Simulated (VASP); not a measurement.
Crystal: BaTiO3.

```xyz
5
Lattice="2.8274 1.6324 2.3184 -2.8274 1.6324 2.3184 0.0000 -3.2648 2.3184" Properties=species:S:1:pos:R:3 pbc="T T T"
Ba    0.0000    0.0000    0.0000
Ti    0.0000    0.0000    3.3698
O     1.3885   -0.8017    2.3988
O    -1.3885   -0.8017    2.3988
O     0.0000    1.6033    2.3988
```

```yaml
Program: VASP 6.6.1
Task: relaxation of cell and atoms
Functional: PBE
Potentials_or_basis: VASP PAW PBE potentials, release 64 (Ba_sv, Ti_sv, O)
Cutoff: 600 eV
k_mesh: 7 × 7 × 7
Occupations: fermi-dirac, width 0.05 eV
Spin: no spin polarisation
Hubbard_terms: Ti d U = 3.0 eV
```

At the start: pressure 9.3 GPa; volume 12.84 Å³/atom.

Problem. How do energy, volume and symmetry change on relaxing?

Solution. Over 17 steps the energy falls by 22.9 meV/atom and the volume is 13.35 Å³/atom (+4.0 %); space group R3m (No. 160, to 0.1 Å) before and after.

Step by step:
| step | energy change (eV) | largest force (eV/Å) | pressure (GPa) | volume (Å³) |
| --- | --- | --- | --- | --- |
| 1 | 0.0000 | 0.9958 | 9.32 | 64.20 |
| 2 | 0.0233 | 0.3715 | -8.91 | 71.40 |
| 3 | -0.1092 | 0.2005 | -0.38 | 67.43 |
| 4 | -0.1092 | 0.2126 | -0.29 | 67.36 |
| 5 | -0.1091 | 0.2243 | -0.13 | 67.30 |
| 6 | -0.1113 | 0.1574 | 0.07 | 67.15 |
| 7 | -0.1129 | 0.0574 | 0.32 | 66.91 |
| 8 | -0.1135 | 0.0501 | -0.48 | 67.16 |
| 9 | -0.1136 | 0.0486 | -0.29 | 67.09 |
| 10 | -0.1141 | 0.0389 | -0.14 | 66.96 |
| 11 | -0.1143 | 0.0282 | 0.03 | 66.81 |
| 12 | -0.1146 | 0.0138 | 0.07 | 66.75 |
| 13 | -0.1147 | 0.0111 | 0.08 | 66.72 |
| 14 | -0.1147 | 0.0101 | 0.09 | 66.71 |
| 15 | -0.1147 | 0.0033 | -0.07 | 66.81 |
| 16 | -0.1147 | 0.0038 | -0.07 | 66.76 |
| 17 | -0.1147 | 0.0041 | -0.01 | 66.74 |

Final structure:
```
Ba Ti O
1.0
     2.86736    1.65547    2.34327
    -2.86736    1.65547    2.34327
     0.00000   -3.31094    2.34327
Ba Ti O
1 1 3
Direct
  0.00055 0.00055 0.00055
  0.49447 0.49447 0.49447
  0.50669 0.01081 0.50669
  0.01081 0.50669 0.50669
  0.50669 0.50669 0.01081
```
